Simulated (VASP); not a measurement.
Write the native input for VASP 6.6.1 that does the following.

```
Task                   : single point
Functional             : LDA
Potentials or basis    : VASP PAW LDA potentials, release 64 (Al, O)
Cutoff                 : 520 eV
k mesh                 : 12 × 12 × 4
Occupations            : gaussian, width 0.05 eV
Spin                   : no spin polarisation
Dipole correction      : no
Further INCAR settings : ALGO = Normal; EDIFF = 1e-07; NBANDS = 20
```

The structure of Al2O3 lies in POSCAR:

```
Al2O3
1.0
    3.1381818458      0.0000000000      0.0000000000
   -1.5690909229      2.7177452001      0.0000000000
    0.0000000000      0.0000000000      6.9686651220
Al O
2 3
Direct
    0.0000000000      0.0000000000      0.2779510000
    0.0000000000      0.0000000000      0.7220490000
    0.3333333333      0.6666666667      0.1994540000
    0.6666666667      0.3333333333      0.8005460000
    0.0000000000      0.0000000000      0.5000000000
```

This cell differs from its parent crystal: strain +0.040 along x and y, -0.080 along z.

The input as run:

INCAR

```
  ALGO = Normal
  EDIFF = 1E-7
  ENCUT = 520
  ISIF = 2
  ISMEAR = 0
  LASPH = T
  LCHARG = F
  LREAL = F
  LWAVE = F
  NBANDS = 20
  NELM = 80
  PREC = Accurate
  SIGMA = 0.05
```

KPOINTS

```
k-points
0
Gamma
  12 12 4
```

Potentials or basis: VASP PAW LDA potentials, release 64 (Al, O).

Launch:

```bash
$ cat potpaw_LDA.64/Al/POTCAR potpaw_LDA.64/O/POTCAR > POTCAR
$ mpirun -np 1 vasp_std > vasp.out
```

Results of the run:

```
Pressure               : 1.0 GPa
Largest force          : 5.761 eV/Å
Band gap on the k mesh : 3.35 eV, direct
```

Caveat: the cell differs from its parent crystal (strain +0.040 along x and y, -0.080 along z); forces of over 1 eV/Å act on the atoms, so gaps and moduli don't describe the material at rest.

Run time: 36 s on 1 thread of Intel(R) Xeon(R) 6975P-C (Granite Rapids) (shared host), peak memory 0.18 GiB.
